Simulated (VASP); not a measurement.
Wanted: the native input for a VASP 6.6.1 run.

```
Task                    : density of states
Functional              : PBEsol
Potentials or basis     : VASP PAW PBE potentials, release 64 (Zr_sv, C)
Cutoff                  : 520 eV
k mesh                  : 9 × 9 × 5
Occupations             : fermi-dirac, width 0.05 eV
Spin                    : no spin polarisation
Dipole correction       : no
k mesh for the DOS      : 14 × 14 × 8
Occupations for the DOS : tetrahedron
Further INCAR settings  : ALGO = Normal; EDIFF = 1e-07; NBANDS = 24
```

Crystal: ZrC.

```xyz
4
Lattice="3.3915 0.0000 0.0000 -1.6957 2.9371 0.0000 0.0000 0.0000 5.2901" Properties=species:S:1:pos:R:3 pbc="T T T"
Zr    1.6957    0.9790    3.9675
Zr    0.0000    1.9581    1.3225
C     0.0000    0.0000    2.6450
C     0.0000    0.0000    0.0000
```

One way to write it, as run:

POSCAR

```
ZrC
1.0
    3.3914762718      0.0000000000      0.0000000000
   -1.6957381359      2.9371046077      0.0000000000
    0.0000000000      0.0000000000      5.2900530000
Zr C
2 2
Direct
    0.6666666667      0.3333333333      0.7500000000
    0.3333333333      0.6666666667      0.2500000000
    0.0000000000      0.0000000000      0.5000000000
    0.0000000000      0.0000000000      0.0000000000
```

INCAR.step1

```
ALGO = Normal
EDIFF = 1E-7
ENCUT = 520
GGA = PS
ISIF = 2
ISMEAR = -1
LASPH = True
LCHARG = True
LMAXMIX = 4
LREAL = False
LWAVE = False
NBANDS = 24
NELM = 100
PREC = Accurate
SIGMA = 0.05
```

KPOINTS.step1

```
k-points
0
Gamma
  9 9 5
```

INCAR.step2

```
ALGO = Normal
EDIFF = 1E-7
ENCUT = 520
GGA = PS
ICHARG = 11
ISIF = 2
ISMEAR = -5
LASPH = True
LCHARG = False
LMAXMIX = 4
LORBIT = 11
LREAL = False
LWAVE = False
NBANDS = 24
NEDOS = 2001
NELM = 100
PREC = Accurate
SIGMA = 0.05
```

KPOINTS.step2

```
k-points
0
Gamma
  14 14 8
```

Potentials or basis: VASP PAW PBE potentials, release 64 (Zr_sv, C).

The run is started by

```bash
$ cat potpaw_PBE.64/Zr_sv/POTCAR potpaw_PBE.64/C/POTCAR > POTCAR
$ cp INCAR.step1 INCAR
$ cp KPOINTS.step1 KPOINTS
$ mpirun -np 1 vasp_std > vasp.out
$ cp INCAR.step2 INCAR
$ cp KPOINTS.step2 KPOINTS
$ mpirun -np 1 vasp_std > vasp.out
```

It gave:

* Valence electrons inside the program's atomic spheres: Zr 9.86; C 2.31

Run time: 2.2 min on 1 thread of Intel Xeon 6975P-C, with other jobs on the host, peak memory 0.26 GiB.
